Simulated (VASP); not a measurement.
# Mg9O8 (a cell with a defect) in VASP: further runs

Runs on Mg9O8 (a cell with a defect). Level: LDA. Tasks: single point.

All numbers are computed with VASP 6.6.1; they aren't measurements. Logs are shortened: lines on timing, memory, paths and dates and some standing lists are left out, and cuts for length are marked.

## (1) The cell of the first run

The cell holds a defect, 17 atoms: a = 6.155 Å, b = 6.155 Å, c = 6.155 Å, α = 60.00°, β = 60.00°, γ = 60.00°.

## (2) Single point, LDA

Input file INCAR:

```
  PREC = Accurate
  ENCUT = 520
  EDIFF = 1E-7
  ISMEAR = -1
  SIGMA = 0.02
  LREAL = Auto
  LASPH = True
  NELM = 100
  ALGO = Normal
  ISIF = 2
  LWAVE = False
  LCHARG = False
  GGA = CA
  NBANDS = 47
```

Input file KPOINTS:

```
regular mesh
0
Gamma
  3 3 3
```

Input file POSCAR:

```
Mg9O8
1.0
    0.0000000000      4.3520000000      4.3520000000
    4.3520000000      0.0000000000      4.3520000000
    4.3520000000      4.3520000000      0.0000000000
Mg O
9 8
Direct
    0.0054303715      0.0063040115      0.0185622998
    0.0449897834      0.0455062277      0.3639073216
    0.0054297725      0.4695043110      0.0185494708
   -0.0083635072      0.4952878568      0.5176262098
    0.4686518924      0.0063178728      0.0185507549
    0.4945654628     -0.0076288465      0.5177665478
    0.4930441722      0.4937462603      0.0193258105
    0.4945376189      0.4951338687      0.5178005286
   -0.0959498036      0.9048766391      0.7859964540
    0.2571065216      0.2581340183      0.2415360974
    0.2443776705      0.2453219150      0.7647462501
    0.2570448789      0.7431170476      0.2415619730
    0.2607986852      0.7247181899      0.7897243740
    0.7425357284      0.2577816013      0.2416665232
    0.7240965952      0.2613076060      0.7902359002
    0.7597723346      0.7596694607      0.2208952062
    0.7240287726      0.7242241200      0.7902907382
```

Potentials or basis: VASP PAW LDA potentials, release 64 (Mg, O).

Run with:

```console
> cat potpaw_LDA.64/Mg/POTCAR potpaw_LDA.64/O/POTCAR > POTCAR
> mpirun -np 1 vasp_std > vasp.out
```

OUTCAR:

```text
PREC = Accurate
   ENCUT = 520
   EDIFF = 1E-7
   ISMEAR = -1
   LREAL = Auto
   LASPH = True
   NELM = 100
   ISIF = 2
   GGA = CA

 ion  position               nearest neighbor table
   1  0.005  0.006  0.019-  14 2.07  12 2.07  11 2.08  16 2.16  15 2.22  13 2.23   9 2.24   2 2.39
                             3 2.85   5 2.85   4 3.05   6 3.05   7 3.08   7 3.08   6 3.11   4 3.11
   2  0.045  0.046  0.364-  14 1.93  12 1.93  10 1.93   9 2.12   5 2.39   3 2.39   1 2.39   4 3.17
                             6 3.17   8 3.17   4 3.17   8 3.17   6 3.17
   3  0.005  0.470  0.019-  14 2.07  10 2.07  11 2.08  16 2.16  17 2.22  13 2.23   9 2.24   2 2.39
                             1 2.85   5 2.85   8 3.05   4 3.05   7 3.08   7 3.08   8 3.11   4 3.11
   4  0.992  0.495  0.518-  11 2.18  15 2.19  17 2.19  12 2.24  10 2.24  16 2.31   3 3.05   1 3.05
                             6 3.06   8 3.06   7 3.08   7 3.08   8 3.10   6 3.10   1 3.11   3 3.11
   5  0.469  0.006  0.019-  12 2.07  10 2.07  11 2.08  16 2.16  17 2.23  15 2.23   9 2.24   2 2.39
                             3 2.85   1 2.85   8 3.05   6 3.05   7 3.08   7 3.08   6 3.11   8 3.11
   6  0.495  0.992  0.518-  11 2.18  13 2.19  17 2.19  14 2.24  10 2.24  16 2.31   5 3.05   1 3.05
                             4 3.06   8 3.06   7 3.08   7 3.08   8 3.09   4 3.10   1 3.11   5 3.11
   7  0.493  0.494  0.019-  17 2.01  15 2.01  13 2.01  10 2.05  12 2.05  14 2.06   4 3.08   6 3.08
                             8 3.08   8 3.08   6 3.08   4 3.08   3 3.08   1 3.08   5 3.08   5 3.08
   8  0.495  0.495  0.518-  11 2.18  13 2.19  15 2.19  14 2.24  12 2.24  16 2.31   5 3.05   3 3.05
                             4 3.06   6 3.06   7 3.08   7 3.08   6 3.09   4 3.10   3 3.11   5 3.11
   9  0.904  0.905  0.786-  17 1.91  15 1.91  13 1.91   2 2.12  16 2.19   3 2.24   1 2.24   5 2.24
                             6 3.36   8 3.36   4 3.36   4 3.36   8 3.36   6 3.36
  10  0.257  0.258  0.242-   2 1.93   7 2.05   3 2.07   5 2.07   4 2.24   6 2.24
  11  0.244  0.245  0.765-   1 2.08   3 2.08   5 2.08   4 2.18   6 2.18   8 2.18
  12  0.257  0.743  0.242-   2 1.93   7 2.05   1 2.07   5 2.07   4 2.24   8 2.24
  13  0.261  0.725  0.790-   9 1.91   7 2.01   6 2.19   8 2.19   1 2.23   3 2.23
  14  0.743  0.258  0.242-   2 1.93   7 2.06   1 2.07   3 2.07   6 2.24   8 2.24
  15  0.724  0.261  0.790-   9 1.91   7 2.01   4 2.19   8 2.19   1 2.22   5 2.23
  16  0.760  0.760  0.221-   1 2.16   3 2.16   5 2.16   9 2.19   4 2.31   6 2.31   8 2.31
  17  0.724  0.724  0.790-   9 1.91   7 2.01   4 2.19   6 2.19   3 2.22   5 2.23

  LATTYP: Found a face centered cubic cell.
 ALAT       =     8.7040000000

  Lattice vectors:

 A1 = (   0.0000000000,   4.3520000000,   4.3520000000)
 A2 = (   4.3520000000,   0.0000000000,   4.3520000000)
 A3 = (   4.3520000000,   4.3520000000,   0.0000000000)

Analysis of symmetry for initial positions (statically):
=====================================================================
 Subroutine PRICEL returns:
 Original cell was already a primitive cell.

 Routine SETGRP: Setting up the symmetry group for a
 face centered cubic supercell.

 Subroutine GETGRP returns: Found  1 space group operations
 (whereof  1 operations were pure point group operations)
 out of a pool of 48 trial point group operations.

The static configuration has the point symmetry C_1 .

Analysis of symmetry for dynamics (positions and initial velocities):
=====================================================================
 Subroutine PRICEL returns:
 Original cell was already a primitive cell.

 Routine SETGRP: Setting up the symmetry group for a
 face centered cubic supercell.

 Subroutine GETGRP returns: Found  1 space group operations
 (whereof  1 operations were pure point group operations)
 out of a pool of 48 trial point group operations.

The dynamic configuration has the point symmetry C_1 .

 Subroutine INISYM returns: Found  1 space group operations
 (whereof  1 operations are pure point group operations),
 and found     1 'primitive' translations

----------------------------------------------------------------------------------------

                                     Primitive cell

  volume of cell :     164.8529

  direct lattice vectors                    reciprocal lattice vectors
     0.000000000  4.352000000  4.352000000    -0.114889706  0.114889706  0.114889706
     4.352000000  0.000000000  4.352000000     0.114889706 -0.114889706  0.114889706
     4.352000000  4.352000000  0.000000000     0.114889706  0.114889706 -0.114889706

  length of vectors
     6.154657423  6.154657423  6.154657423     0.198994808  0.198994808  0.198994808

  position of ions in fractional coordinates (direct lattice)
     0.005430371  0.006304011  0.018562300
     0.044989783  0.045506228  0.363907322
     0.005429773  0.469504311  0.018549471
     0.991636493  0.495287857  0.517626210
     0.468651892  0.006317873  0.018550755
     0.494565463  0.992371154  0.517766548
[... 9 lines left out ...]
     0.759772335  0.759669461  0.220895206
     0.724028773  0.724224120  0.790290738

  ion indices of the primitive-cell ions
   primitive index   ion index
                 1           1
                 2           2
                 3           3
                 4           4
                 5           5
                 6           6
[... 9 lines left out ...]
                16          16
                17          17

----------------------------------------------------------------------------------------

 KPOINTS: regular mesh

Automatic generation of k-mesh.
 Grid dimensions read from file:
 generate k-points for:    3    3    3

 Generating k-lattice:

  Cartesian coordinates                     Fractional coordinates (reciprocal lattice)
    -0.038296569  0.038296569  0.038296569     0.333333333  0.000000000  0.000000000
     0.038296569 -0.038296569  0.038296569     0.000000000  0.333333333  0.000000000
     0.038296569  0.038296569 -0.038296569     0.000000000  0.000000000  0.333333333

  Length of vectors
     0.066331603  0.066331603  0.066331603

  Shift w.r.t. Gamma in fractional coordinates (k-lattice)
     0.000000000  0.000000000  0.000000000

 Subroutine IBZKPT returns following result:
 ===========================================

 Found     14 irreducible k-points:

 Following reciprocal coordinates:
            Coordinates               Weight
  0.000000  0.000000  0.000000      1.000000
  0.333333  0.000000  0.000000      2.000000
  0.000000  0.333333  0.000000      2.000000
  0.000000  0.000000  0.333333      2.000000
  0.333333  0.333333  0.333333      2.000000
  0.333333  0.333333  0.000000      2.000000
  0.000000  0.333333  0.333333      2.000000
  0.333333  0.000000  0.333333      2.000000
 -0.333333  0.333333  0.000000      2.000000
  0.000000 -0.333333  0.333333      2.000000
  0.333333  0.000000 -0.333333      2.000000
  0.333333  0.333333 -0.333333      2.000000
 -0.333333  0.333333 -0.333333      2.000000
  0.333333 -0.333333 -0.333333      2.000000
   k-points           NKPTS =     14   k-points in BZ     NKDIM =     14   number of bands    NBANDS=     47
   number of dos      NEDOS =    301   number of ions     NIONS =     17
   total plane-waves  NPLWV = 110592
   dimension x,y,z NGX =    48 NGY =   48 NGZ =   48
   dimension x,y,z NGXF=    96 NGYF=   96 NGZF=   96
   ions per type =               9   8
   NGX,Y,Z   is equivalent  to a cutoff of  12.97, 12.97, 12.97 a.u.
   NGXF,Y,Z  is equivalent  to a cutoff of  25.93, 25.93, 25.93 a.u.
 SYSTEM =  unknown system
   PREC   = accura    normal or accurate (medium, high low for compatibility)
   ISTART =      0    job   : 0-new  1-cont  2-samecut
   ICHARG =      2    charge: 1-file 2-atom 10-const
   ISPIN  =      1    spin polarized calculation?
   LNONCOLLINEAR =      F non collinear calculations
   LSORBIT =      F    spin-orbit coupling
   LASPH  =      T    aspherical Exc in radial PAW
   ENCUT  =  520.0 eV  38.22 Ry    6.18 a.u.  11.44 11.44 11.44*2*pi/ulx,y,z
   NELM   =    100;   NELMIN=  2; NELMDL= -5     # of ELM steps
   EDIFF  = 0.1E-06   stopping-criterion for ELM
   LREAL  =      T    real-space projection
   EDIFFG = 0.1E-05   stopping-criterion for IOM
   NSW    =      0    number of steps for IOM
   IBRION =     -1    ionic relax: 0-MD 1-quasi-New 2-CG
   NFREE  =      0    steps in history (QN), initial steepest desc. (CG)
   ISIF   =      2    stress and relaxation
   ISYM   =      2    0-nonsym 1-usesym 2-fastsym
   POTIM  = 0.5000    time-step for ionic-motion
   TEBEG  =    0.0;   TEEND  =   0.0 temperature during run
   PSTRESS=    0.0 pullay stress
   NELECT =      66.0000    total number of electrons
   NUPDOWN=      -1.0000    fix difference up-down
   EMIN   =  10.00;   EMAX   =-10.00  energy-range for DOS
   EFERMI =   0.00;   METHOD = LEGACY
   ISMEAR =    -1;   SIGMA  =   0.02  broadening in eV -4-tet -1-fermi 0-gaus
   EFERMI_NEDOS =   21; number of points for ismear=-14 and -15
   IALGO  =     38    algorithm
   IMIX   =      4    mixing-type and parameters
     AMIX     =   0.40;   BMIX     =  1.00
     AMIX_MAG =   1.60;   BMIX_MAG =  1.00
  volume/ion in A,a.u.               =       9.70        65.44
  Fermi-wavevector in a.u.,A,eV,Ry     =   1.206583  2.280112 19.807945  1.455843
  Thomas-Fermi vector in A             =   2.342246
   LORBIT       =      0    0 simple, 1 ext, 2 COOP (PROOUT), +10 PAW based schemes
   GGA     = CA    functional components
   LHFCALC =     F    Hartree Fock is set to
   AEXX    =    0.0000 exact exchange contribution
   IVDW    =     0    specifies the selected vdW correction
   LEPSILON=     F    determine dielectric tensor
   LRPA    =     F    only Hartree local field effects (RPA)
 non-spin polarized calculation
  energy-cutoff  :      520.00
  volume of cell :      164.85
 maximum number of plane-waves:      4477
 NGX is ok and might be reduce to    48
   NGX = 23   NGY = 23   NGZ = 23

 number of electron      66.0000001 magnetization

 Free energy of the ion-electron system (eV)
  ---------------------------------------------------
  ext. energy  EPLUGINS =         0.00000000
  ---------------------------------------------------
  free energy    TOTEN  =       -98.03945392 eV

  energy without entropy =      -98.03944592  energy(sigma->0) =      -98.03944992

 E-fermi :   8.3723     XC(G=0): -11.4300

 val. band max:        8.1698404496   @ k =   0.3333   0.0000  -0.3333
 cond. band min:       8.5722946989   @ k =   0.3333   0.0000   0.0000
 fundamental gap:      0.4024542493
 Fermi energy:         8.3723016853

 k-point     1 :       0.0000    0.0000    0.0000
  band No.  band energies     occupation
      1     -14.0790      2.00000
      2     -13.0416      2.00000
      3     -12.9214      2.00000
      4     -12.9207      2.00000
      5     -12.8696      2.00000
      6     -12.6461      2.00000
[... 37 lines left out ...]
     44      13.4531      0.00000
     45      14.0251      0.00000

 k-point     2 :       0.3333    0.0000    0.0000
  band No.  band energies     occupation
      1     -13.8328      2.00000
      2     -13.2689      2.00000
      3     -12.9766      2.00000
      4     -12.9067      2.00000
      5     -12.8561      2.00000
      6     -12.6941      2.00000
[... 37 lines left out ...]
     44      13.1785      0.00000
     45      13.6558      0.00000

 k-point     3 :       0.0000    0.3333    0.0000
  band No.  band energies     occupation
      1     -13.8329      2.00000
      2     -13.2687      2.00000
      3     -12.9759      2.00000
      4     -12.9062      2.00000
      5     -12.8571      2.00000
      6     -12.6948      2.00000
[... 517 lines left out ...]
     44      13.1678      0.00000
     45      13.3218      0.00000

 k-point    14 :       0.3333   -0.3333   -0.3333
  band No.  band energies     occupation
      1     -13.5058      2.00000
      2     -13.3425      2.00000
      3     -13.2813      2.00000
      4     -12.9606      2.00000
      5     -12.7698      2.00000
      6     -12.7460      2.00000
[... 37 lines left out ...]
     44      13.1698      0.00000
     45      13.3178      0.00000
 [bands above 45 left out]

------------------------ aborting loop because EDIFF is reached ----------------------------------------

  FORCE on cell =-STRESS in cart. coord.  units (eV):
  Direction    XX          YY          ZZ          XY          YZ          ZX
  --------------------------------------------------------------------------------------
  -------------------------------------------------------------------------------------
  Total       10.8663233     10.8148254     10.8770577      4.3332851     -4.3351598     -4.3312357
  in kB      105.6079346    105.1074351    105.7122602     42.1144555    -42.1326752    -42.0945375
  external PRESSURE =     105.4758766 kB  Pullay stress =       0.0000000 kB

 VOLUME and BASIS-vectors are now :
 -----------------------------------------------------------------------------
  energy-cutoff  :      520.00
  volume of cell :      164.85
      direct lattice vectors                 reciprocal lattice vectors
     0.000000000  4.352000000  4.352000000    -0.114889706  0.114889706  0.114889706
     4.352000000  0.000000000  4.352000000     0.114889706 -0.114889706  0.114889706
     4.352000000  4.352000000  0.000000000     0.114889706  0.114889706 -0.114889706

 POSITION                                       TOTAL-FORCE (eV/Angst)
 -----------------------------------------------------------------------------------
      0.10822      0.10442      0.05107         0.005734      0.005462     -0.001547
      1.78177      1.77952      0.39384         0.032216      0.027109     -0.033372
      2.12401      0.10436      2.06691         0.002886      0.004131     -0.004762
      4.40820      6.56831      6.47109        -0.012898      0.002552      0.013470
      0.10823      2.12031      2.06707        -0.000306      0.007305     -0.000016
      6.57212      4.40567      6.47115         0.001908     -0.011638      0.012965
[... 9 lines left out ...]
      4.26742      4.26787      6.61261         0.000969     -0.021975     -0.005999
      6.59117      6.59032      6.30280        -0.005575     -0.014901     -0.018631
 -----------------------------------------------------------------------------------
    total drift:                                0.002084      0.006614     -0.002825

  FREE ENERGIE OF THE ION-ELECTRON SYSTEM (eV)
  ---------------------------------------------------
  free  energy   TOTEN  =       -98.0394539192 eV

  energy  without entropy=      -98.0394459216  energy(sigma->0) =      -98.03944992
```

Wall time 2.2 min (1 thread of Intel Xeon 6975P-C (Granite Rapids), shared host); peak memory 0.28 GiB.

Results:

- Free energy: -98.0395 eV
- Pressure: 10.5 GPa
- Largest force: 0.054 eV/Å
- Band gap on the k mesh: 0.40 eV

Forces in eV/Å, atoms in the order of the input:
```
Mg   0.006  0.005 -0.002
Mg   0.032  0.027 -0.033
Mg   0.003  0.004 -0.005
Mg  -0.013  0.003  0.013
Mg   0.000  0.007  0.000
Mg   0.002 -0.012  0.013
Mg   0.012  0.010 -0.013
Mg  -0.013 -0.012 -0.002
Mg   0.002  0.007  0.000
O    0.005  0.018  0.037
O   -0.018 -0.005  0.020
O   -0.039  0.021 -0.004
O   -0.013  0.025  0.010
O    0.020 -0.047 -0.016
O    0.019 -0.017  0.005
O    0.001 -0.022 -0.006
O   -0.006 -0.015 -0.019
```

Stress tensor (GPa, compression positive):
```
10.56  4.21 -4.21
 4.21 10.51 -4.21
-4.21 -4.21 10.57
```

## (3) Single point, LDA

Input file INCAR:

```
PREC = Accurate ; ENCUT = 520
EDIFF = 1E-7 ; ISMEAR = -1
SIGMA = 0.02 ; LREAL = Auto
LASPH = True ; NELM = 100
ALGO = Normal ; ISIF = 2
LWAVE = False ; LCHARG = False
NBANDS = 47
```

Input file KPOINTS:

```
Automatic mesh
0
Gamma
  3 3 3
```

Input file POSCAR:

```
Mg9O8
1.0
    0.0000000000      4.3520000000      4.3520000000
    4.3520000000      0.0000000000      4.3520000000
    4.3520000000      4.3520000000      0.0000000000
Mg O
9 8
Direct
   -0.0196649816      0.0070604320      0.0068880974
   -0.0189934513      0.0320674403      0.4938891314
   -0.0187997472      0.4939206112      0.0319176241
   -0.0184538143      0.4939568015      0.4938099724
    0.4827591912      0.0049080882      0.0049152114
    0.4823987822      0.0049233686      0.5086947381
    0.4823005515      0.5088543199      0.0048607537
    0.6341355699      0.4558515625      0.4556312040
    0.2119331342      0.5966530331      0.5964152114
    0.2363374311      0.2549088925      0.2548631664
    0.2099372702      0.2392224265      0.7757867647
    0.2096939338      0.7759188879      0.2391284467
    0.2096119026      0.7762578125      0.7763049173
    0.7584211857      0.2429181985      0.2426812960
    0.7584944853      0.2429356618      0.7570880055
    0.7584632353      0.7573129596      0.2427028952
    0.7771192555      0.7412463235      0.7412580423
```

Potentials or basis: VASP PAW LDA potentials, release 64 (Mg, O).

Run with:

```console
> cat potpaw_LDA.64/Mg/POTCAR potpaw_LDA.64/O/POTCAR > POTCAR
> mpirun -np 1 vasp_std > vasp.out
```

Run time: 2.2 min. Hardware: 1 thread of Intel Xeon 6975P-C (Granite Rapids), shared host; peak memory 0.28 GiB.

The run converged. Its results:

- Free energy: -98.0395 eV
- Pressure: 10.5 GPa
- Largest force: 0.048 eV/Å
- Band gap on the k mesh: 0.40 eV

Forces in eV/Å, atoms in the order of the input:
```
Mg   0.008 -0.010 -0.008
Mg   0.001  0.003  0.015
Mg   0.002  0.012  0.002
Mg  -0.011 -0.005 -0.005
Mg   0.032  0.012  0.012
Mg  -0.016 -0.029  0.016
Mg  -0.018  0.019 -0.026
Mg   0.014 -0.012 -0.010
Mg  -0.005  0.003  0.001
O    0.001 -0.001  0.000
O    0.004  0.001 -0.015
O    0.004 -0.011  0.002
O    0.006 -0.003 -0.002
O   -0.023 -0.015 -0.018
O    0.010  0.023 -0.021
O    0.011 -0.017  0.022
O   -0.020  0.028  0.033
```

Stress tensor (GPa, compression positive):
```
10.52 -4.16 -4.16
-4.16 10.51  4.16
-4.16  4.16 10.50
```

Levels at points of the mesh, in eV from the valence-band top:
```
           k point  band 30  band 31  band 32  band 33  band 34  band 35  band 36  band 37
(0.00, 0.00, 0.00)    -5.68    -5.68    -5.50    -2.23     0.58     0.94     1.11     1.12
```
